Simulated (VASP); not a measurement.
# PtS2 (P-3m1) in VASP: single point with HSE06

Aim: the single point of PtS2 with HSE06.

Program: VASP 6.6.1. These are calculated values, not measurements. Logs are shortened: lines on timing, memory, paths and dates and some standing lists are left out, and cuts for length are marked.

**1. The cell of the first run**

It takes space group P-3m1 (No. 164, trigonal). The conventional cell has a = 3.529 Å, b = 3.529 Å, c = 5.089 Å, α = 90.00°, β = 90.00°, γ = 120.00°. Pt (site symmetry -3m) has 6 S at 2.38 Å within 3.1 Å. S (site symmetry 3m) has 3 Pt at 2.38 Å and 12 S at 3.20 to 3.53 Å within 3.6 Å.

**2. Single point, HSE06 (strain -0.7%)**

The input, POSCAR:

```
PtS2
1.0
    3.5291767756      0.0000000000      0.0000000000
   -1.7645883878      3.0563567421      0.0000000000
    0.0000000000      0.0000000000      5.0890199314
Pt S
1 2
Direct
    0.0000000000      0.0000000000      0.0000000000
    0.3333333333      0.6666666667      0.2428239062
    0.6666666667      0.3333333333      0.7571760938
```

The input, INCAR.step1:

```
ALGO = Normal
EDIFF = 1E-5
ENCUT = 520
GGA = PE
ISIF = 2
ISMEAR = 0
LASPH = T
LCHARG = F
LREAL = F
LWAVE = T
NBANDS = 18
NELM = 100
PREC = Accurate
SIGMA = 0.01
```

The input, INCAR.step2:

```
ALGO = Normal
EDIFF = 1E-6
ENCUT = 520
GGA = PE
HFSCREEN = 0.2079
ISIF = 2
ISMEAR = 0
ISTART = 1
LASPH = T
LCHARG = F
LHFCALC = T
LREAL = F
LWAVE = F
NBANDS = 18
NELM = 100
PREC = Accurate
PRECFOCK = Normal
SIGMA = 0.01
```

The input, KPOINTS:

```
k-points
0
Gamma
  6 6 4
```

Potentials or basis: VASP PAW PBE potentials, release 64 (Pt, S).

Run with:

```
> cat potpaw_PBE.64/Pt/POTCAR potpaw_PBE.64/S/POTCAR > POTCAR
> cp INCAR.step1 INCAR
> mpirun -np 1 vasp_std > vasp.out
> cp INCAR.step2 INCAR
> mpirun -np 1 vasp_std > vasp.out
```

OUTCAR:

```text
EDIFF = 1E-6
   ENCUT = 520
   GGA = PE
   HFSCREEN = 0.2079
   ISIF = 2
   ISMEAR = 0
   ISTART = 1
   LASPH = T
   LHFCALC = T
   LREAL = F
   NELM = 100
   PREC = Accurate
   PRECFOCK = Normal

 ion  position               nearest neighbor table
   1  0.000  0.000  0.000-   2 2.38   3 2.38   2 2.38   3 2.38   3 2.38   2 2.38
   2  0.333  0.667  0.243-   1 2.38   1 2.38   1 2.38
   3  0.667  0.333  0.757-   1 2.38   1 2.38   1 2.38

  LATTYP: Found a hexagonal cell.
 ALAT       =     3.5291767756
 C/A-ratio  =     1.4419849883

  Lattice vectors:

 A1 = (   3.5291767756,   0.0000000000,   0.0000000000)
 A2 = (  -1.7645883878,   3.0563567421,   0.0000000000)
 A3 = (   0.0000000000,   0.0000000000,   5.0890199314)

Analysis of symmetry for initial positions (statically):
=====================================================================
 Subroutine PRICEL returns:
 Original cell was already a primitive cell.

 Routine SETGRP: Setting up the symmetry group for a
 hexagonal supercell.

 Subroutine GETGRP returns: Found 12 space group operations
 (whereof 12 operations were pure point group operations)
 out of a pool of 24 trial point group operations.

The static configuration has the point symmetry D_3d.

Analysis of symmetry for dynamics (positions and initial velocities):
=====================================================================
 Subroutine PRICEL returns:
 Original cell was already a primitive cell.

 Routine SETGRP: Setting up the symmetry group for a
 hexagonal supercell.

 Subroutine GETGRP returns: Found 12 space group operations
 (whereof 12 operations were pure point group operations)
 out of a pool of 24 trial point group operations.

The dynamic configuration has the point symmetry D_3d.

 Subroutine INISYM returns: Found 12 space group operations
 (whereof 12 operations are pure point group operations),
 and found     1 'primitive' translations

----------------------------------------------------------------------------------------

                                     Primitive cell

  volume of cell :      54.8923

  direct lattice vectors                    reciprocal lattice vectors
     3.529176776  0.000000000  0.000000000     0.283352199  0.163593468  0.000000000
    -1.764588388  3.056356742  0.000000000     0.000000000  0.327186937  0.000000000
     0.000000000  0.000000000  5.089019931     0.000000000  0.000000000  0.196501490

  length of vectors
     3.529176776  3.529176776  5.089019931     0.327186937  0.327186937  0.196501490

  position of ions in fractional coordinates (direct lattice)
     0.000000000  0.000000000  0.000000000
     0.333333333  0.666666667  0.242823906
     0.666666667  0.333333333  0.757176094

  ion indices of the primitive-cell ions
   primitive index   ion index
                 1           1
                 2           2
                 3           3

----------------------------------------------------------------------------------------

 KPOINTS: k-points

Automatic generation of k-mesh.
 Grid dimensions read from file:
 generate k-points for:    6    6    4

 Generating k-lattice:

  Cartesian coordinates                     Fractional coordinates (reciprocal lattice)
     0.047225366  0.027265578  0.000000000     0.166666667  0.000000000  0.000000000
     0.000000000  0.054531156  0.000000000     0.000000000  0.166666667  0.000000000
     0.000000000  0.000000000  0.049125373     0.000000000  0.000000000  0.250000000

  Length of vectors
     0.054531156  0.054531156  0.049125373

  Shift w.r.t. Gamma in fractional coordinates (k-lattice)
     0.000000000  0.000000000  0.000000000

 Subroutine IBZKPT returns following result:
 ===========================================

 Found     24 irreducible k-points:

 Following reciprocal coordinates:
            Coordinates               Weight
  0.000000  0.000000  0.000000      1.000000
  0.166667 -0.000000  0.000000      6.000000
  0.333333 -0.000000  0.000000      6.000000
  0.500000 -0.000000  0.000000      3.000000
  0.166667  0.166667  0.000000      6.000000
  0.333333  0.166667  0.000000     12.000000
[... 16 lines left out ...]
  0.333333  0.166667  0.500000     12.000000
  0.333333  0.333333  0.500000      2.000000
   k-points           NKPTS =     24   k-points in BZ     NKDIM =    144   number of bands    NBANDS=     18
   number of dos      NEDOS =    301   number of ions     NIONS =      3
   total plane-waves  NPLWV =  31360
   dimension x,y,z NGX =    28 NGY =   28 NGZ =   40
   dimension x,y,z NGXF=    56 NGYF=   56 NGZF=   80
   ions per type =               1   2
   NGX,Y,Z   is equivalent  to a cutoff of  13.19, 13.19, 13.07 a.u.
   NGXF,Y,Z  is equivalent  to a cutoff of  26.38, 26.38, 26.13 a.u.
 SYSTEM =  unknown system
   PREC   = accura    normal or accurate (medium, high low for compatibility)
   ISTART =      1    job   : 0-new  1-cont  2-samecut
   ICHARG =      0    charge: 1-file 2-atom 10-const
   ISPIN  =      1    spin polarized calculation?
   LNONCOLLINEAR =      F non collinear calculations
   LSORBIT =      F    spin-orbit coupling
   LASPH  =      T    aspherical Exc in radial PAW
   ENCUT  =  520.0 eV  38.22 Ry    6.18 a.u.   6.56  6.56  9.46*2*pi/ulx,y,z
   NELM   =    100;   NELMIN=  2; NELMDL=  0     # of ELM steps
   EDIFF  = 0.1E-05   stopping-criterion for ELM
   LREAL  =      F    real-space projection
   EDIFFG = 0.1E-04   stopping-criterion for IOM
   NSW    =      0    number of steps for IOM
   IBRION =     -1    ionic relax: 0-MD 1-quasi-New 2-CG
   NFREE  =      0    steps in history (QN), initial steepest desc. (CG)
   ISIF   =      2    stress and relaxation
   ISYM   =      3    0-nonsym 1-usesym 2-fastsym
   POTIM  = 0.5000    time-step for ionic-motion
   TEBEG  =    0.0;   TEEND  =   0.0 temperature during run
   PSTRESS=    0.0 pullay stress
   NELECT =      22.0000    total number of electrons
   NUPDOWN=      -1.0000    fix difference up-down
   EMIN   =  10.00;   EMAX   =-10.00  energy-range for DOS
   EFERMI =   0.00;   METHOD = LEGACY
   ISMEAR =     0;   SIGMA  =   0.01  broadening in eV -4-tet -1-fermi 0-gaus
   EFERMI_NEDOS =   21; number of points for ismear=-14 and -15
   IALGO  =     38    algorithm
   IMIX   =      1    mixing-type and parameters
     AMIX     =   0.40;   BMIX     =  1.00
     AMIX_MAG =   1.60;   BMIX_MAG =  1.00
  volume/ion in A,a.u.               =      18.30       123.48
  Fermi-wavevector in a.u.,A,eV,Ry     =   1.207013  2.280923 19.822053  1.456880
  Thomas-Fermi vector in A             =   2.342663
   LORBIT       =      0    0 simple, 1 ext, 2 COOP (PROOUT), +10 PAW based schemes
   GGA     = PE    functional components
   LHFCALC =     T    Hartree Fock is set to
   PRECFOCK=normal    Normal, Fast or Accurate (Low or Medium for compatibility)
   ENCUT4O =  -1.0   cutoff for four orbital integrals eV
   NKREDX  =     1    reduce k-point grid by
   NKREDY  =     1    reduce k-point grid by
   NKREDZ  =     1    reduce k-point grid by
   AEXX    =    0.2500 exact exchange contribution
   HFSCREEN=    0.2079 screening length (either q_TF or 0.3 A-1)
   HFSCREENC=   0.2079 screening length for correlation (either q_TF or 0.3 A-1)
   ENCUTFOCK=  -1.0 apply spherical cutoff to Coloumb kernel
   IVDW    =     0    specifies the selected vdW correction
   LEPSILON=     F    determine dielectric tensor
   LRPA    =     F    only Hartree local field effects (RPA)
 non-spin polarized calculation
 Gauss-broadening in eV      SIGMA  =   0.01
  energy-cutoff  :      520.00
  volume of cell :       54.89
 maximum number of plane-waves:      1507
 NGX is ok and might be reduce to    28
  NGX = 20; NGY = 20; NGZ = 30

 number of electron      22.0000001 magnetization

 Free energy of the ion-electron system (eV)
  ---------------------------------------------------
  ext. energy  EPLUGINS =         0.00000000
  ---------------------------------------------------
  free energy    TOTEN  =       -18.61939506 eV

  energy without entropy =      -18.61939506  energy(sigma->0) =      -18.61939506

 E-fermi :   6.4069     XC(G=0):  -8.7835

 val. band max:        6.3332172101   @ k =   0.0000   0.0000   0.0000
 cond. band min:       7.6830382865   @ k =   0.3333   0.3333   0.0000
 fundamental gap:      1.3498210764
 Fermi energy:         6.4069163233

 k-point     1 :       0.0000    0.0000    0.0000
  band No.  band energies     occupation
      1     -10.5700      2.00000
      2      -7.4278      2.00000
      3      -1.6275      2.00000
      4      -0.9742      2.00000
      5      -0.9742      2.00000
      6       1.6293      2.00000
[... 10 lines left out ...]
     17      15.4054      0.00000
     18      20.1714      0.00000

 k-point     2 :       0.1667   -0.0000    0.0000
  band No.  band energies     occupation
      1     -10.1880      2.00000
      2      -7.5952      2.00000
      3      -1.2312      2.00000
      4      -0.7562      2.00000
      5      -0.7233      2.00000
      6       1.1767      2.00000
[... 10 lines left out ...]
     17      16.4437      0.00000
     18      17.3288      0.00000

 k-point     3 :       0.3333   -0.0000    0.0000
  band No.  band energies     occupation
      1      -9.2356      2.00000
      2      -7.9357      2.00000
      3      -1.0484      2.00000
      4      -0.3163      2.00000
      5      -0.0352      2.00000
      6       0.3922      2.00000
[... 10 lines left out ...]
     17      16.0931      0.00000
     18      17.0221      0.00000

 k-point     4 :       0.5000   -0.0000    0.0000
  band No.  band energies     occupation
      1      -8.4760      2.00000
      2      -8.2413      2.00000
      3      -1.8670      2.00000
      4      -0.2504      2.00000
      5       0.2452      2.00000
      6       1.6026      2.00000
[... 375 lines left out ...]
      4      -0.6530      2.00000
      5       0.1711      2.00000
      6       0.8389      2.00000
[... 10 lines left out ...]
     17      16.3178      0.00000
     18      16.7055      0.00000

 k-point    23 :       0.3333    0.1667    0.5000
  band No.  band energies     occupation
      1      -8.4935      2.00000
      2      -8.1689      2.00000
      3      -1.5731      2.00000
      4      -0.7079      2.00000
      5       0.2889      2.00000
      6       0.9960      2.00000
[... 10 lines left out ...]
     17      16.2978      0.00000
     18      17.8207      0.00000

 k-point    24 :       0.3333    0.3333    0.5000
  band No.  band energies     occupation
      1      -8.1953      2.00000
      2      -8.1953      2.00000
      3      -0.8225      2.00000
      4      -0.8225      2.00000
      5      -0.4812      2.00000
      6       1.4253      2.00000
[... 10 lines left out ...]
     17      15.3088      0.00000
     18      18.0775      0.00000

------------------------ aborting loop because EDIFF is reached ----------------------------------------

  FORCE on cell =-STRESS in cart. coord.  units (eV):
  Direction    XX          YY          ZZ          XY          YZ          ZX
  --------------------------------------------------------------------------------------
  -------------------------------------------------------------------------------------
  Total        0.0760689      0.0760689     -0.0005035      0.0000000     -0.0000000      0.0000000
  in kB        2.2202716      2.2202716     -0.0146970      0.0000000     -0.0000000      0.0000000
  external PRESSURE =       1.4752821 kB  Pullay stress =       0.0000000 kB

 VOLUME and BASIS-vectors are now :
 -----------------------------------------------------------------------------
  energy-cutoff  :      520.00
  volume of cell :       54.89
      direct lattice vectors                 reciprocal lattice vectors
     3.529176776  0.000000000  0.000000000     0.283352199  0.163593468  0.000000000
    -1.764588388  3.056356742  0.000000000     0.000000000  0.327186937  0.000000000
     0.000000000  0.000000000  5.089019931     0.000000000  0.000000000  0.196501490

 POSITION                                       TOTAL-FORCE (eV/Angst)
 -----------------------------------------------------------------------------------
      0.00000      0.00000      0.00000         0.000000      0.000000      0.000000
     -0.00000      2.03757      1.23574        -0.000000     -0.000000     -0.410354
      1.76459      1.01879      3.85328         0.000000      0.000000      0.410354
 -----------------------------------------------------------------------------------
    total drift:                               -0.000000      0.000000     -0.000000

  FREE ENERGIE OF THE ION-ELECTRON SYSTEM (eV)
  ---------------------------------------------------
  free  energy   TOTEN  =       -18.6193950636 eV

  energy  without entropy=      -18.6193950636  energy(sigma->0) =      -18.61939506
```

Run time: 67 min. Hardware: 1 thread of Intel Xeon Platinum 8259CL at 2.50GHz (Skylake/Cascade Lake), shared host; peak memory 0.3 GiB.

What came out:

| Item | Value |
| --- | --- |
| Free energy | -18.6194 eV |
| Pressure | 0.1 GPa |
| Largest force | 0.410 eV/Å |
| Band gap on the k mesh | 1.35 eV (least direct gap 2.12 eV) |

Forces on the atoms (eV/Å):
```
Pt   0.000  0.000  0.000
S    0.000  0.000 -0.410
S    0.000  0.000  0.410
```

Levels at points of the mesh, in eV from the valence-band top:
```csv
k point,band 9,band 10,band 11,band 12,band 13,band 14
"(0.00, 0.00, 0.00)",-1.18,-1.18,0.00,2.66,2.66,5.42
"(0.50, 0.00, 0.00)",-3.72,-3.51,-2.99,2.15,3.30,6.40
"(0.00, 0.00, 0.50)",-1.58,-1.44,-1.44,3.31,3.31,6.35
"(0.50, 0.00, 0.50)",-3.50,-3.04,-1.69,2.29,3.01,6.03
```

Caveat: the cell differs from its parent crystal (strain -0.7%); the PAW data sets were made with another functional, which shifts forces and pressure a little; spin-orbit coupling is left out, which moves the levels of the heavy elements. A k mesh can miss the band edges.
